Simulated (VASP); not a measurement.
BN:

```
CELL_PARAMETERS angstrom
0.00000 3.43606 2.12937
1.23041 0.00000 2.12937
1.23041 3.43606 0.00000
ATOMIC_POSITIONS crystal
N 0.66665 0.66665 0.33335
B 0.00005 0.00005 0.99995
```

```yaml
Program: VASP 6.6.1
Task: relaxation of cell and atoms
Functional: revPBE
Potentials_or_basis: VASP PAW PBE potentials, release 64 (N, B)
Cutoff: 840 eV
k_mesh: 13 × 13 × 13
Occupations: gaussian, width 0.03 eV
Spin: no spin polarisation
```

At the start: pressure 19.7 GPa; volume 9.00 Å³/atom.

Where does the relaxation end?

Over 75 steps the energy falls by 64.5 meV/atom and the volume is 13.97 Å³/atom (+55.2 %); space group Fmm2 (No. 42, to 0.1 Å) before and after.

Step by step:
```csv
step,energy change (eV),largest force (eV/Å),pressure (GPa),volume (Å³)
1,0.0000,0.0120,19.71,18.01
3,-0.0882,0.1058,0.99,19.61
5,-0.1144,0.5257,-0.07,24.03
7,-0.1185,0.0524,0.12,24.44
9,-0.1191,0.0324,0.04,24.78
11,-0.1192,0.0168,-0.01,24.83
13,-0.1192,0.0215,-0.08,24.93
15,-0.1194,0.0166,0.01,25.27
17,-0.1194,0.0013,0.02,25.31
19,-0.1194,0.0012,0.03,25.33
21,-0.1194,0.0034,0.02,25.36
23,-0.1194,0.0018,-0.01,25.39
25,-0.1269,0.0016,0.14,25.39
27,-0.1270,0.0033,-0.07,25.43
29,-0.1270,0.0019,-0.07,25.47
31,-0.1272,0.0047,-0.06,25.64
33,-0.1276,0.0311,-0.02,26.35
35,-0.1277,0.0175,-0.01,26.42
37,-0.1279,0.0436,0.06,26.70
39,-0.1279,0.0750,0.09,26.85
41,-0.1280,0.0031,0.05,27.11
43,-0.1280,0.0089,0.05,27.09
45,-0.1280,0.0007,0.02,27.10
47,-0.1280,0.0022,0.00,27.10
49,-0.1288,0.0003,0.03,27.10
51,-0.1288,0.0058,-0.04,27.14
53,-0.1288,0.0107,-0.08,27.17
55,-0.1288,0.0103,-0.09,27.17
57,-0.1288,0.0083,-0.09,27.18
59,-0.1288,0.0005,-0.09,27.24
61,-0.1289,0.0309,-0.09,27.48
63,-0.1289,0.0459,-0.09,27.59
65,-0.1289,0.0359,-0.06,27.66
67,-0.1289,0.0097,0.09,27.99
69,-0.1289,0.0038,0.05,27.90
71,-0.1290,0.0008,-0.01,27.93
73,-0.1290,0.0013,-0.02,27.94
75,-0.1290,0.0003,-0.01,27.94
```

Final structure:
```cif
data_structure
_symmetry_space_group_name_H-M 'P 1'
_symmetry_Int_Tables_number 1
_cell_length_a 5.5224
_cell_length_b 2.5220
_cell_length_c 5.2265
_cell_angle_alpha 83.071
_cell_angle_beta 26.958
_cell_angle_gamma 69.970
_cell_volume 27.94
loop_
_atom_site_label
_atom_site_type_symbol
_atom_site_fract_x
_atom_site_fract_y
_atom_site_fract_z
_atom_site_occupancy
N1 N 0.66668 0.66668 0.33332 1
B1 B 0.00002 0.00002 0.99998 1
```

Where two steps share one volume, the run began anew on that cell with a basis built for it.

Caveat: the volume moved by over 15 % at a fixed basis, so the end points are rough; the PAW data sets were made with another functional, which shifts forces and pressure a little.
